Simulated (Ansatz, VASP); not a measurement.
**One calculation of Se, two programs**

Contents of INCAR:

```
SYSTEM = Se
PREC = Accurate ; ENCUT = 520
EDIFF = 1E-6 ; ISMEAR = 0
SIGMA = 0.05 ; LREAL = .FALSE.
LASPH = .TRUE. ; NELM = 100
ALGO = Normal ; ISIF = 2
LWAVE = .FALSE. ; LCHARG = .FALSE.
GGA = PS ; NBANDS = 9
```

Contents of KPOINTS:

```
regular mesh
0
G
  20 20 20
  0 0 0
```

Contents of POSCAR:

```
Se
1.0
   -1.5919758933      1.5919758933      1.5919758933
    1.5919758933     -1.5919758933      1.5919758933
    1.5919758933      1.5919758933     -1.5919758933
Se
1
Direct
    0.0000000000      0.0000000000      0.0000000000
```

Input for Ansatz:

```yaml
crystal:
  lattice:
    - [-1.5919758933, 1.5919758933, 1.5919758933]
    - [1.5919758933, -1.5919758933, 1.5919758933]
    - [1.5919758933, 1.5919758933, -1.5919758933]
  atoms:
    - { symbol: Se, position: [0.0, 0.0, 0.0] }
basis:
  ecutwfc: 420
  ecutrho_ratio: 4
kpoints:
  mp_grid: { grid: [20, 20, 20] }
hamiltonian:
  xc: pbesol
scf:
  occupations: { method: gaussian, width: 0.05 }
output:
  forces: true
  stress: true
  eigenvalues: true
```

Alike in both runs: task single point; functional PBEsol; k mesh 20 × 20 × 20; occupations gaussian, width 0.05 eV; no spin polarisation.

|  | VASP | Ansatz |
| --- | --- | --- |
| version | VASP 6.6.1 | Ansatz 0.2.0 |
| potentials or method | VASP PAW PBE potentials, release 64 (Se), cutoff 520 eV | scalar-relativistic, plane waves, PAW |
| valence electrons in the cell | 6 | 16 |

```csv
,VASP,Ansatz,Ansatz less VASP
gap on the k mesh at the Fermi level (eV),none,none,-
pressure (GPa),23.0,22.7,-0.29
```

VASP's potentials were made for PBE, not for PBEsol. A gap of «none» marks a metal or a gap that the smearing closes. VASP's potentials hold 6 valence electrons a cell and Ansatz's 16, so a difference there can come from the potentials and not from the codes.
